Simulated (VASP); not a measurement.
# AlRu (P4/mmm) in VASP: further runs

AlRu is run at these levels: PBEsol; tasks: single point.

Everything below comes from runs of VASP 6.6.1. Logs are shortened: lines on timing, memory, paths and dates and some standing lists are left out, and cuts for length are marked.

## Step 1: The cell of the first run

It takes space group P4/mmm (No. 123, tetragonal). Conventional cell: a = 2.887 Å, b = 2.887 Å, c = 3.066 Å, α = 90.00°, β = 90.00°, γ = 90.00°. Al (site symmetry 4/mmm) has 8 Ru at 2.55 Å and 6 Al at 2.89 to 3.07 Å within 3.4 Å. Ru (site symmetry 4/mmm) has 8 Al at 2.55 Å and 6 Ru at 2.89 to 3.07 Å within 3.4 Å.

## Step 2: Single point, PBEsol (strain -0.030 along x and y, +0.030 along z)

Input file INCAR:

```
SYSTEM = AlRu
PREC = Accurate ; ENCUT = 520
EDIFF = 1E-6 ; ISMEAR = 0
SIGMA = 0.15 ; LREAL = .False.
LASPH = .True. ; NELM = 100
ALGO = Fast ; ISIF = 2
LWAVE = .False. ; LCHARG = .False.
GGA = PS ; NBANDS = 16
```

Input file KPOINTS:

```
Automatic mesh
0
Gamma
  20 20 20
  0 0 0
```

Input file POSCAR:

```
AlRu
1.0
    2.8871155871      0.0000000000      0.0000000000
    0.0000000000      2.8871155871      0.0000000000
    0.0000000000      0.0000000000      3.0657000565
Al Ru
1 1
Direct
    0.0000000000      0.0000000000      0.0000000000
    0.5000000000      0.5000000000      0.5000000000
```

Potentials or basis: VASP PAW PBE potentials, release 64 (Al, Ru_pv).

Run with:

```bash
$ cat potpaw_PBE.64/Al/POTCAR potpaw_PBE.64/Ru_pv/POTCAR > POTCAR
$ mpirun -np 1 vasp_std > vasp.out
```

OUTCAR:

```text
SYSTEM = AlRu
   PREC = Accurate
   ENCUT = 520
   EDIFF = 1E-6
   ISMEAR = 0
   LREAL = .False.
   LASPH = .True.
   NELM = 100
   ISIF = 2
   GGA = PS

 ion  position               nearest neighbor table
   1  0.000  0.000  0.000-   2 2.55   2 2.55   2 2.55   2 2.55   2 2.55   2 2.55   2 2.55   2 2.55

   2  0.500  0.500  0.500-   1 2.55   1 2.55   1 2.55   1 2.55   1 2.55   1 2.55   1 2.55   1 2.55

  LATTYP: Found a simple tetragonal cell.
 ALAT       =     2.8871155871
 C/A-ratio  =     1.0618556701

  Lattice vectors:

 A1 = (   2.8871155871,   0.0000000000,   0.0000000000)
 A2 = (   0.0000000000,   2.8871155871,   0.0000000000)
 A3 = (   0.0000000000,   0.0000000000,   3.0657000565)

Analysis of symmetry for initial positions (statically):
=====================================================================
 Subroutine PRICEL returns:
 Original cell was already a primitive cell.

 Routine SETGRP: Setting up the symmetry group for a
 simple tetragonal supercell.

 Subroutine GETGRP returns: Found 16 space group operations
 (whereof 16 operations were pure point group operations)
 out of a pool of 16 trial point group operations.

The static configuration has the point symmetry D_4h.

Analysis of symmetry for dynamics (positions and initial velocities):
=====================================================================
 Subroutine PRICEL returns:
 Original cell was already a primitive cell.

 Routine SETGRP: Setting up the symmetry group for a
 simple tetragonal supercell.

 Subroutine GETGRP returns: Found 16 space group operations
 (whereof 16 operations were pure point group operations)
 out of a pool of 16 trial point group operations.

The dynamic configuration has the point symmetry D_4h.

 Subroutine INISYM returns: Found 16 space group operations
 (whereof 16 operations are pure point group operations),
 and found     1 'primitive' translations

----------------------------------------------------------------------------------------

                                     Primitive cell

  volume of cell :      25.5539

  direct lattice vectors                    reciprocal lattice vectors
     2.887115587  0.000000000  0.000000000     0.346366458  0.000000000  0.000000000
     0.000000000  2.887115587  0.000000000     0.000000000  0.346366458  0.000000000
     0.000000000  0.000000000  3.065700056     0.000000000  0.000000000  0.326189771

  length of vectors
     2.887115587  2.887115587  3.065700056     0.346366458  0.346366458  0.326189771

  position of ions in fractional coordinates (direct lattice)
     0.000000000  0.000000000  0.000000000
     0.500000000  0.500000000  0.500000000

  ion indices of the primitive-cell ions
   primitive index   ion index
                 1           1
                 2           2

----------------------------------------------------------------------------------------

 KPOINTS: Automatic mesh

Automatic generation of k-mesh.
 Grid dimensions read from file:
 generate k-points for:   20   20   20

 Generating k-lattice:

  Cartesian coordinates                     Fractional coordinates (reciprocal lattice)
     0.017318323  0.000000000  0.000000000     0.050000000  0.000000000  0.000000000
     0.000000000  0.017318323  0.000000000     0.000000000  0.050000000  0.000000000
     0.000000000  0.000000000  0.016309489     0.000000000  0.000000000  0.050000000

  Length of vectors
     0.017318323  0.017318323  0.016309489

  Shift w.r.t. Gamma in fractional coordinates (k-lattice)
     0.000000000  0.000000000  0.000000000

 Subroutine IBZKPT returns following result:
 ===========================================

 Found    726 irreducible k-points:

 Following reciprocal coordinates:
            Coordinates               Weight
  0.000000  0.000000  0.000000      1.000000
  0.050000  0.000000  0.000000      4.000000
  0.100000  0.000000  0.000000      4.000000
  0.150000  0.000000  0.000000      4.000000
  0.200000  0.000000  0.000000      4.000000
  0.250000  0.000000  0.000000      4.000000
[... 16 lines left out ...]
  0.150000  0.100000  0.000000      8.000000
  0.200000  0.100000  0.000000      8.000000
 [... further k-points ...]
   k-points           NKPTS =    726   k-points in BZ     NKDIM =    726   number of bands    NBANDS=     16
   number of dos      NEDOS =    301   number of ions     NIONS =      2
   total plane-waves  NPLWV =  13824
   dimension x,y,z NGX =    24 NGY =   24 NGZ =   24
   dimension x,y,z NGXF=    48 NGYF=   48 NGZF=   48
   ions per type =               1   1
   NGX,Y,Z   is equivalent  to a cutoff of  13.82, 13.82, 13.01 a.u.
   NGXF,Y,Z  is equivalent  to a cutoff of  27.64, 27.64, 26.03 a.u.
 SYSTEM =  AlRu
   PREC   = accura    normal or accurate (medium, high low for compatibility)
   ISTART =      0    job   : 0-new  1-cont  2-samecut
   ICHARG =      2    charge: 1-file 2-atom 10-const
   ISPIN  =      1    spin polarized calculation?
   LNONCOLLINEAR =      F non collinear calculations
   LSORBIT =      F    spin-orbit coupling
   LASPH  =      T    aspherical Exc in radial PAW
   ENCUT  =  520.0 eV  38.22 Ry    6.18 a.u.   5.37  5.37  5.70*2*pi/ulx,y,z
   NELM   =    100;   NELMIN=  2; NELMDL= -5     # of ELM steps
   EDIFF  = 0.1E-05   stopping-criterion for ELM
   LREAL  =      F    real-space projection
   EDIFFG = 0.1E-04   stopping-criterion for IOM
   NSW    =      0    number of steps for IOM
   IBRION =     -1    ionic relax: 0-MD 1-quasi-New 2-CG
   NFREE  =      0    steps in history (QN), initial steepest desc. (CG)
   ISIF   =      2    stress and relaxation
   ISYM   =      2    0-nonsym 1-usesym 2-fastsym
   POTIM  = 0.5000    time-step for ionic-motion
   TEBEG  =    0.0;   TEEND  =   0.0 temperature during run
   PSTRESS=    0.0 pullay stress
   NELECT =      17.0000    total number of electrons
   NUPDOWN=      -1.0000    fix difference up-down
   EMIN   =  10.00;   EMAX   =-10.00  energy-range for DOS
   EFERMI =   0.00;   METHOD = LEGACY
   ISMEAR =     0;   SIGMA  =   0.15  broadening in eV -4-tet -1-fermi 0-gaus
   EFERMI_NEDOS =   21; number of points for ismear=-14 and -15
   IALGO  =     68    algorithm
   IMIX   =      4    mixing-type and parameters
     AMIX     =   0.40;   BMIX     =  1.00
     AMIX_MAG =   1.60;   BMIX_MAG =  1.00
  volume/ion in A,a.u.               =      12.78        86.22
  Fermi-wavevector in a.u.,A,eV,Ry     =   1.429130  2.700665 27.788718  2.042413
  Thomas-Fermi vector in A             =   2.549117
   LORBIT       =      0    0 simple, 1 ext, 2 COOP (PROOUT), +10 PAW based schemes
   GGA     = PS    functional components
   LHFCALC =     F    Hartree Fock is set to
   AEXX    =    0.0000 exact exchange contribution
   IVDW    =     0    specifies the selected vdW correction
   LEPSILON=     F    determine dielectric tensor
   LRPA    =     F    only Hartree local field effects (RPA)
 non-spin polarized calculation
 RMM-DIIS sequential band-by-band and
 Gauss-broadening in eV      SIGMA  =   0.15
  energy-cutoff  :      520.00
  volume of cell :       25.55
 maximum number of plane-waves:       712
 NGX is ok and might be reduce to    24
   NGX = 11   NGY = 11   NGZ = 11

 number of electron      17.0000007 magnetization

 Free energy of the ion-electron system (eV)
  ---------------------------------------------------
  ext. energy  EPLUGINS =         0.00000000
  ---------------------------------------------------
  free energy    TOTEN  =       -15.47248768 eV

  energy without entropy =      -15.45540198  energy(sigma->0) =      -15.46394483

 E-fermi :  11.2937     XC(G=0): -12.9288

 val. band max:       11.2905081718   @ k =   0.2000   0.2000   0.5000
 cond. band min:      11.2944852140   @ k =   0.1000   0.1000   0.1500
 fundamental gap:      0.0039770422
 Fermi energy:        11.2937422530

 k-point     1 :       0.0000    0.0000    0.0000
  band No.  band energies     occupation
      1     -30.5058      2.00000
      2     -30.4211      2.00000
      3     -30.4211      2.00000
      4       1.3040      2.00000
      5       7.3815      2.00000
      6       7.4305      2.00000
[... 8 lines left out ...]
     15      23.2661      0.00000
     16      27.3716      0.00000

 k-point     2 :       0.0500    0.0000    0.0000
  band No.  band energies     occupation
      1     -30.5051      2.00000
      2     -30.4286      2.00000
      3     -30.4204      2.00000
      4       1.3560      2.00000
      5       7.4046      2.00000
      6       7.4539      2.00000
[... 8 lines left out ...]
     15      23.2664      0.00000
     16      27.5452      0.00000

 k-point     3 :       0.1000    0.0000    0.0000
  band No.  band energies     occupation
      1     -30.5031      2.00000
      2     -30.4505      2.00000
      3     -30.4186      2.00000
      4       1.5107      2.00000
      5       7.4685      2.00000
      6       7.5212      2.00000
[... 8 lines left out ...]
     15      23.2725      0.00000
     16      28.0776      0.00000

 k-point     4 :       0.1500    0.0000    0.0000
  band No.  band energies     occupation
      1     -30.5000      2.00000
      2     -30.4845      2.00000
      3     -30.4157      2.00000
      4       1.7640      2.00000
      5       7.5647      2.00000
      6       7.6155      2.00000
[... 8 lines left out ...]
     15      23.6402      0.00000
     16      28.9655      0.00000
[... 324 lines left out ...]
 k-point    22 :       0.1000    0.1000    0.0000
  band No.  band energies     occupation
      1     -30.5005      2.00000
      2     -30.4492      2.00000
      3     -30.4466      2.00000
      4       1.7144      2.00000
      5       7.5557      2.00000
      6       7.6165      2.00000
[... 8 lines left out ...]
     15      23.6725      0.00000
     16      28.5635      0.00000

 k-point    23 :       0.1500    0.1000    0.0000
  band No.  band energies     occupation
      1     -30.4974      2.00000
      2     -30.4818      2.00000
      3     -30.4448      2.00000
      4       1.9638      2.00000
      5       7.6473      2.00000
      6       7.7201      2.00000
[... 8 lines left out ...]
     15      24.2586      0.00000
     16      29.1578      0.00000

 k-point    24 :       0.2000    0.1000    0.0000
  band No.  band energies     occupation
      1     -30.5242      2.00000
      2     -30.4934      2.00000
      3     -30.4410      2.00000
      4       2.3034      2.00000
      5       7.7496      2.00000
      6       7.8240      2.00000
[... 8 lines left out ...]
     15      24.8180      0.00000
     16      28.5206      0.00000

 [... further k-points ...]

------------------------ aborting loop because EDIFF is reached ----------------------------------------

  FORCE on cell =-STRESS in cart. coord.  units (eV):
  Direction    XX          YY          ZZ          XY          YZ          ZX
  --------------------------------------------------------------------------------------
  -------------------------------------------------------------------------------------
  Total        1.8689057      1.8689057      0.0662312      0.0000000     -0.0000000      0.0000000
  in kB      117.1763515    117.1763515      4.1525523      0.0000000     -0.0000000      0.0000000
  external PRESSURE =      79.5017517 kB  Pullay stress =       0.0000000 kB

 VOLUME and BASIS-vectors are now :
 -----------------------------------------------------------------------------
  energy-cutoff  :      520.00
  volume of cell :       25.55
      direct lattice vectors                 reciprocal lattice vectors
     2.887115587  0.000000000  0.000000000     0.346366458  0.000000000  0.000000000
     0.000000000  2.887115587  0.000000000     0.000000000  0.346366458  0.000000000
     0.000000000  0.000000000  3.065700056     0.000000000  0.000000000  0.326189771

 POSITION                                       TOTAL-FORCE (eV/Angst)
 -----------------------------------------------------------------------------------
      0.00000      0.00000      0.00000         0.000000      0.000000      0.000000
      1.44356      1.44356      1.53285         0.000000      0.000000      0.000000
 -----------------------------------------------------------------------------------
    total drift:                                0.000000     -0.000000     -0.000000

  FREE ENERGIE OF THE ION-ELECTRON SYSTEM (eV)
  ---------------------------------------------------
  free  energy   TOTEN  =       -15.4724876811 eV

  energy  without entropy=      -15.4554019847  energy(sigma->0) =      -15.46394483
```

Wall time 1.7 min (1 thread of Intel Xeon 6975P-C (Granite Rapids), shared host); peak memory 0.38 GiB.

What came out:

| Property | Result |
| --- | --- |
| Free energy | -15.4725 eV |
| Pressure | 8.0 GPa |
| Band gap on the k mesh | zero (an odd number of electrons rules out a gap without spin polarisation) |

Stress tensor (GPa, compression positive):
```
11.72  0.00  0.00
 0.00 11.72  0.00
 0.00  0.00  0.42
```

Levels at points of the mesh, in eV from the Fermi level:
```csv
k point,band 7,band 8,band 9,band 10,band 11,band 12
"(0.00, 0.00, 0.00)",0.07,0.07,0.46,5.07,6.92,6.92
"(0.50, 0.00, 0.00)",-2.22,-1.49,0.40,2.81,7.32,10.20
"(0.50, 0.50, 0.00)",-1.65,-1.19,-1.19,1.92,6.13,6.98
"(0.00, 0.00, 0.50)",-1.45,-1.45,0.66,1.70,7.47,11.76
"(0.50, 0.00, 0.50)",-1.31,-1.17,-0.98,1.42,5.38,6.57
"(0.50, 0.50, 0.50)",1.48,1.98,2.88,3.93,4.34,4.34
```

Caveat: the cell differs from its parent crystal (strain -0.030 along x and y, +0.030 along z); the cell stands under pressure; the PAW data sets were made with another functional, which shifts forces and pressure a little.

[end of part 1 of 2]
